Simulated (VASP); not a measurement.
# Si2F3 (Pm-3m) in VASP: notebook, part 3 of 3

VASP 6.6.1.

**4. Single point, PBE, collinear spin**

This run uses another cell than the first one, of 15.31 Å³/atom, 0.991 times its volume.

Contents of INCAR:

```
PREC     = Accurate       # precision mode
ENCUT    = 520            # plane-wave cutoff, eV
EDIFF    = 1E-7           # SCF threshold, eV
ISMEAR   = 0              # smearing method
SIGMA    = 0.1            # smearing width, eV
LREAL    = False          # projectors in reciprocal space
LASPH    = True           # aspherical terms in the spheres
NELM     = 150            # most SCF steps
ALGO     = Normal         # electronic algorithm
ISIF     = 2              # what is computed and relaxed
LWAVE    = False          # write WAVECAR
LCHARG   = False          # write CHGCAR
ISPIN    = 2              # spin polarisation
MAGMOM   = 0.64 0 0 0 0   # initial moments
LORBIT   = 11             # projections on sites
GGA      = PE             # functional
NBANDS   = 26             # bands
```

Contents of KPOINTS:

```
Automatic mesh
0
Gamma
  10 10 10
```

Contents of POSCAR:

```
Si2F3
1.0
    4.2460163107      0.0000000000      0.0000000000
    0.0000000000      4.2460163107      0.0000000000
    0.0000000000      0.0000000000      4.2460163107
Si F
2 3
Direct
    0.0000000000      0.0000000000      0.0000000000
    0.5000000000      0.5000000000      0.5000000000
    0.0000000000      0.5000000000      0.5000000000
    0.5000000000      0.0000000000      0.5000000000
    0.5000000000      0.5000000000      0.0000000000
```

Potentials or basis: VASP PAW PBE potentials, release 64 (Si, F).

Command:

```
cat potpaw_PBE.64/Si/POTCAR potpaw_PBE.64/F/POTCAR > POTCAR
mpirun -np 1 vasp_std > vasp.out
```

OUTCAR:

```text
PREC = Accurate
   ENCUT = 520
   EDIFF = 1E-7
   ISMEAR = 0
   LREAL = False
   LASPH = True
   NELM = 150
   ISIF = 2
   ISPIN = 2
   LORBIT = 11
   GGA = PE

 ion  position               nearest neighbor table
   1  0.000  0.000  0.000-
   2  0.500  0.500  0.500-   3 2.12   4 2.12   5 2.12   5 2.12   4 2.12   3 2.12
   3  0.000  0.500  0.500-   2 2.12   2 2.12
   4  0.500  0.000  0.500-   2 2.12   2 2.12
   5  0.500  0.500  0.000-   2 2.12   2 2.12

  LATTYP: Found a simple cubic cell.
 ALAT       =     4.2460163107

  Lattice vectors:

 A1 = (   4.2460163107,   0.0000000000,   0.0000000000)
 A2 = (   0.0000000000,   4.2460163107,   0.0000000000)
 A3 = (   0.0000000000,   0.0000000000,   4.2460163107)

Analysis of symmetry for initial positions (statically):
=====================================================================
 Subroutine PRICEL returns:
 Original cell was already a primitive cell.

 Routine SETGRP: Setting up the symmetry group for a
 simple cubic supercell.

 Subroutine GETGRP returns: Found 48 space group operations
 (whereof 48 operations were pure point group operations)
 out of a pool of 48 trial point group operations.

The static configuration has the point symmetry O_h .

Analysis of symmetry for dynamics (positions and initial velocities):
=====================================================================
 Subroutine PRICEL returns:
 Original cell was already a primitive cell.

 Routine SETGRP: Setting up the symmetry group for a
 simple cubic supercell.

 Subroutine GETGRP returns: Found 48 space group operations
 (whereof 48 operations were pure point group operations)
 out of a pool of 48 trial point group operations.

The dynamic configuration has the point symmetry O_h .

Analysis of structural, dynamic, and magnetic symmetry:
=====================================================================
 Subroutine PRICEL returns:
 Original cell was already a primitive cell.

 Routine SETGRP: Setting up the symmetry group for a
 simple cubic supercell.

 Subroutine GETGRP returns: Found 48 space group operations
 (whereof 48 operations were pure point group operations)
 out of a pool of 48 trial point group operations.

The overall configuration has the point symmetry O_h .

 Subroutine INISYM returns: Found 48 space group operations
 (whereof 48 operations are pure point group operations),
 and found     1 'primitive' translations

----------------------------------------------------------------------------------------

                                     Primitive cell

  volume of cell :      76.5500

  direct lattice vectors                    reciprocal lattice vectors
     4.246016311  0.000000000  0.000000000     0.235514875  0.000000000  0.000000000
     0.000000000  4.246016311  0.000000000     0.000000000  0.235514875  0.000000000
     0.000000000  0.000000000  4.246016311     0.000000000  0.000000000  0.235514875

  length of vectors
     4.246016311  4.246016311  4.246016311     0.235514875  0.235514875  0.235514875

  position of ions in fractional coordinates (direct lattice)
     0.000000000  0.000000000  0.000000000
[... 79 lines left out ...]
   LNONCOLLINEAR =      F non collinear calculations
   LSORBIT =      F    spin-orbit coupling
   LASPH  =      T    aspherical Exc in radial PAW
   ENCUT  =  520.0 eV  38.22 Ry    6.18 a.u.   7.89  7.89  7.89*2*pi/ulx,y,z
   NELM   =    150;   NELMIN=  2; NELMDL= -5     # of ELM steps
   EDIFF  = 0.1E-06   stopping-criterion for ELM
   LREAL  =      F    real-space projection
   EDIFFG = 0.1E-05   stopping-criterion for IOM
   NSW    =      0    number of steps for IOM
   IBRION =     -1    ionic relax: 0-MD 1-quasi-New 2-CG
   NFREE  =      0    steps in history (QN), initial steepest desc. (CG)
   ISIF   =      2    stress and relaxation
   ISYM   =      2    0-nonsym 1-usesym 2-fastsym
   POTIM  = 0.5000    time-step for ionic-motion
   TEBEG  =    0.0;   TEEND  =   0.0 temperature during run
   PSTRESS=    0.0 pullay stress
   NELECT =      29.0000    total number of electrons
   NUPDOWN=      -1.0000    fix difference up-down
   EMIN   =  10.00;   EMAX   =-10.00  energy-range for DOS
   EFERMI =   0.00;   METHOD = LEGACY
   ISMEAR =     0;   SIGMA  =   0.10  broadening in eV -4-tet -1-fermi 0-gaus
   EFERMI_NEDOS =   21; number of points for ismear=-14 and -15
   IALGO  =     38    algorithm
   IMIX   =      4    mixing-type and parameters
     AMIX     =   0.40;   BMIX     =  1.00
     AMIX_MAG =   1.60;   BMIX_MAG =  1.00
  volume/ion in A,a.u.               =      15.31       103.32
  Fermi-wavevector in a.u.,A,eV,Ry     =   1.184566  2.238505 19.091641  1.403196
  Thomas-Fermi vector in A             =   2.320777
   LORBIT       =     11    0 simple, 1 ext, 2 COOP (PROOUT), +10 PAW based schemes
   GGA     = PE    functional components
   LHFCALC =     F    Hartree Fock is set to
   AEXX    =    0.0000 exact exchange contribution
   IVDW    =     0    specifies the selected vdW correction
   LEPSILON=     F    determine dielectric tensor
   LRPA    =     F    only Hartree local field effects (RPA)
 spin polarized calculation
 Gauss-broadening in eV      SIGMA  =   0.10
  energy-cutoff  :      520.00
  volume of cell :       76.55
 maximum number of plane-waves:      2103
 NGX is ok and might be reduce to    32
   NGX = 15   NGY = 15   NGZ = 15

 number of electron      28.9999963 magnetization       1.1035766

 Free energy of the ion-electron system (eV)
  ---------------------------------------------------
  ext. energy  EPLUGINS =         0.00000000
  ---------------------------------------------------
  free energy    TOTEN  =       -20.79274074 eV

  energy without entropy =      -20.78028403  energy(sigma->0) =      -20.78651239

 E-fermi :   4.1299     XC(G=0):  -9.3265

 val. band max:        4.1233451076   @ k =   0.4000   0.2000   0.2000
 cond. band min:       4.1435166005   @ k =   0.5000   0.4000   0.3000
 fundamental gap:      0.0201714929
 Fermi energy:         4.1299377281

 spin component 1

 k-point     1 :       0.0000    0.0000    0.0000
  band No.  band energies     occupation
      1     -20.7746      1.00000
      2     -20.1801      1.00000
      3     -20.1801      1.00000
      4      -4.0138      1.00000
      5      -4.0138      1.00000
      6      -4.0138      1.00000
[... 685 lines left out ...]
     25      13.7678      0.00000
     26      14.3486      0.00000

 [... further k-points ...]

 spin component 2

 k-point     1 :       0.0000    0.0000    0.0000
  band No.  band energies     occupation
      1     -20.7193      1.00000
      2     -20.1257      1.00000
      3     -20.1257      1.00000
      4      -3.9586      1.00000
      5      -3.9586      1.00000
      6      -3.9586      1.00000
[... 685 lines left out ...]
     25      14.2175      0.00000
     26      14.8469      0.00000

 [... further k-points ...]
[... 5 lines left out ...]
  --------------------------------------------------------------------------------------
  -------------------------------------------------------------------------------------
  Total       -0.0904809     -0.0904809     -0.0904809      0.0000000      0.0000000     -0.0000000
  in kB       -1.8937488     -1.8937488     -1.8937488      0.0000000      0.0000000     -0.0000000
  external PRESSURE =      -1.8937488 kB  Pullay stress =       0.0000000 kB

 VOLUME and BASIS-vectors are now :
 -----------------------------------------------------------------------------
  energy-cutoff  :      520.00
  volume of cell :       76.55
      direct lattice vectors                 reciprocal lattice vectors
     4.246016311  0.000000000  0.000000000     0.235514875  0.000000000  0.000000000
     0.000000000  4.246016311  0.000000000     0.000000000  0.235514875  0.000000000
     0.000000000  0.000000000  4.246016311     0.000000000  0.000000000  0.235514875

 POSITION                                       TOTAL-FORCE (eV/Angst)
 -----------------------------------------------------------------------------------
      0.00000      0.00000      0.00000         0.000000      0.000000      0.000000
      2.12301      2.12301      2.12301         0.000000      0.000000      0.000000
      0.00000      2.12301      2.12301         0.000000      0.000000      0.000000
      2.12301      0.00000      2.12301         0.000000      0.000000      0.000000
      2.12301      2.12301      0.00000         0.000000      0.000000      0.000000
 -----------------------------------------------------------------------------------
    total drift:                                0.000000     -0.000000     -0.000000

  FREE ENERGIE OF THE ION-ELECTRON SYSTEM (eV)
  ---------------------------------------------------
  free  energy   TOTEN  =       -20.7927407445 eV

  energy  without entropy=      -20.7802840284  energy(sigma->0) =      -20.78651239

 total charge

# of ion       s       p       d       tot
------------------------------------------
    1        1.018   0.423   0.000   1.442
    2        1.018   0.360   0.000   1.378
    3        1.758   4.280   0.000   6.039
    4        1.758   4.280   0.000   6.039
    5        1.758   4.280   0.000   6.039
--------------------------------------------------
tot          7.311  13.624   0.000  20.935

 magnetization (x)

# of ion       s       p       d       tot
------------------------------------------
    1        0.004   0.331   0.000   0.335
    2        0.031   0.005   0.000   0.037
    3        0.003   0.025   0.000   0.028
    4        0.003   0.025   0.000   0.028
    5        0.003   0.025   0.000   0.028
--------------------------------------------------
tot          0.045   0.410   0.000   0.455
```

It took 54 s on 1 thread of Intel Xeon 6975P-C (Granite Rapids), shared host; peak memory 0.29 GiB.

Results:

```
Free energy                                           : -20.7927 eV
Pressure                                              : -0.2 GPa
Net moment                                            : 1.10 μB per cell
Site moments                                          : Si +0.34, +0.04; F +0.03 μB
Valence electrons inside the program's atomic spheres : Si 1.44, 1.38; F 6.04
```
